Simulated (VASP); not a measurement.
# AsH8NO4: single point with PBE+D3(BJ)

AsH8NO4:

```
H As N O
1.0
    -4.40693    4.40693    4.07602
     4.40693   -4.40693    4.07602
     4.40693    4.40693   -4.07602
H As N O
16 2 2 8
Direct
  0.33031 0.42872 0.90141
  0.52731 0.42889 0.09859
  0.57111 0.66970 0.09841
  0.41969 0.82111 0.59841
  0.57128 0.47269 0.90159
  0.22270 0.82128 0.40159
  0.17889 0.77731 0.59859
  0.17872 0.58030 0.40141
  0.25359 0.89862 0.92927
  0.96935 0.32432 0.07073
  0.67568 0.74641 0.64504
  0.49641 0.92568 0.14504
  0.10138 0.03064 0.35496
  0.78065 0.35138 0.85496
  0.07432 0.21935 0.57073
  0.64862 0.50359 0.42927
  0.75000 0.25000 0.50000
  0.00000 0.00000 0.00000
  0.25000 0.75000 0.50000
  0.50000 0.50000 0.00000
  0.06440 0.32642 0.67549
  0.65092 0.38891 0.32451
  0.61109 0.93560 0.26201
  0.68560 0.86109 0.76201
  0.67358 0.34908 0.73799
  0.09908 0.92358 0.23799
  0.13891 0.90092 0.82451
  0.07642 0.31440 0.17549
```

```
Program             : VASP 6.6.1
Task                : single point
Functional          : PBE
Dispersion          : D3(BJ)
Potentials or basis : VASP PAW PBE potentials, release 64 (H, As, N, O)
Cutoff              : 520 eV
k mesh              : 6 × 6 × 6
Occupations         : gaussian, width 0.02 eV
Spin                : no spin polarisation
```

```json
{
  "Pressure": "-0.7 GPa",
  "Largest force": "0.140 eV/Å",
  "Band gap on the k mesh": "2.31 eV, indirect (least direct gap 2.43 eV)",
  "Dispersion energy per atom": "-0.052 eV"
}
```

Forces on the atoms (eV/Å):
```
H   -0.009 -0.058 -0.059
H    0.009  0.058 -0.059
H    0.058 -0.009  0.059
H   -0.009  0.058  0.059
H   -0.058  0.009  0.059
H    0.009 -0.058  0.059
H    0.058  0.009 -0.059
H   -0.058 -0.009 -0.059
H   -0.009 -0.140  0.008
H    0.009  0.140  0.008
H    0.140 -0.009 -0.008
H   -0.009  0.140 -0.008
H   -0.140  0.009 -0.008
H    0.009 -0.140 -0.008
H    0.140  0.009  0.008
H   -0.140 -0.009  0.008
As   0.000  0.000  0.000
As   0.000  0.000  0.000
N    0.000  0.000  0.000
N    0.000  0.000  0.000
O   -0.099  0.046 -0.062
O    0.099 -0.046 -0.062
O   -0.046 -0.099  0.062
O   -0.099 -0.046  0.062
O    0.046  0.099  0.062
O    0.099  0.046  0.062
O   -0.046  0.099 -0.062
O    0.046 -0.099 -0.062
```

Stress tensor (GPa, compression positive):
```
-0.68  0.00  0.00
 0.00 -0.68  0.00
 0.00  0.00 -0.80
```

Levels at points of the mesh, in eV from the valence-band top:
```tsv
k point	band 38	band 39	band 40	band 41	band 42	band 43	band 44	band 45	band 46	band 47
(0.00, 0.00, 0.00)	-2.19	-2.14	-2.14	-0.61	-0.18	2.40	2.89	3.09	3.88	3.88
(0.50, 0.00, 0.00)	-2.24	-2.19	-2.15	-0.15	-0.07	2.37	2.73	3.36	3.74	3.77
(0.50, 0.50, 0.00)	-2.30	-2.09	-2.09	-0.01	-0.01	2.58	2.58	3.28	3.28	4.00
(0.50, 0.50, 0.50)	-2.24	-2.16	-2.16	-0.09	-0.09	2.54	2.54	3.32	3.32	4.61
```

Wall time 12 min on 1 thread of Intel(R) Xeon(R) 6975P-C (Granite Rapids), with other jobs on the host, peak memory 0.65 GiB.

A k mesh can miss the band edges. Expect the measured gap to be larger: semilocal functionals such as PBE lack the derivative discontinuity.
